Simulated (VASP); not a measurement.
TaVN2: single point with LDA

TaVN2:

```
Ta V N
1.0
     3.10968    0.00000    0.00000
     0.00000    3.10968    0.00000
     0.00000    0.00000    4.38032
Ta V N
1 1 2
Cartesian
  0.0000 0.0000 0.0000
  1.5548 1.5548 2.1902
  1.5548 1.5548 0.0000
  0.0000 0.0000 2.1902
```

- Program: VASP 6.6.1
- Task: single point
- Functional: LDA
- Potentials or basis: VASP PAW LDA potentials, release 64 (Ta_pv, V_sv, N)
- Cutoff: 520 eV
- k mesh: 9 × 9 × 6
- Occupations: fermi-dirac, width 0.05 eV
- Spin: collinear spin, ferromagnetic start
- Starting moments: [0.0, 2.0, 0.0, 0.0] μB
- Dipole correction: no
- Further INCAR settings: ALGO = Normal; EDIFF = 1e-06; NBANDS = 29

The pressure is -32.5 GPa. The band gap on the k mesh is zero (filled and empty bands overlap) and the net moment is 0.00 μB per cell. The valence electrons inside the program's atomic spheres are Ta 8.84; V 11.47; N 3.69, 3.64.

Stress tensor (GPa, compression positive):
```
-31.58   0.00   0.00
  0.00 -31.58   0.00
  0.00   0.00 -34.22
```

Levels at points of the mesh, in eV from the Fermi level:
Spin up:
| k point | band 13 | band 14 | band 15 | band 16 | band 17 | band 18 | band 19 | band 20 | band 21 | band 22 |
| --- | --- | --- | --- | --- | --- | --- | --- | --- | --- | --- |
| (0.00, 0.00, 0.00) | -3.87 | -2.68 | -2.67 | -2.67 | -1.42 | -1.42 | -1.35 | -0.27 | -0.19 | 1.51 |
| (0.00, 0.00, 0.50) | -4.00 | -3.86 | -3.86 | -3.69 | -2.25 | -0.04 | 0.55 | 0.55 | 1.21 | 1.75 |
Spin down:
| k point | band 15 | band 16 | band 17 | band 18 | band 19 | band 20 |
| --- | --- | --- | --- | --- | --- | --- |
| (0.00, 0.00, 0.00) | -2.67 | -2.67 | -1.42 | -1.42 | -1.35 | -0.27 |
| (0.00, 0.00, 0.50) | -3.86 | -3.69 | -2.25 | -0.04 | 0.55 | 0.55 |

Run time: 2.8 min on 1 thread of Intel Xeon 8259CL, with other jobs on the host, peak memory 0.24 GiB.

Caveat: the cell stands under tension; the moments typed at the start vanished in this run; spin-orbit coupling is left out, which moves the levels of the heavy elements. With open d or f shells a metallic result of LDA can be an artefact of self-interaction; +U or a hybrid may open a gap.
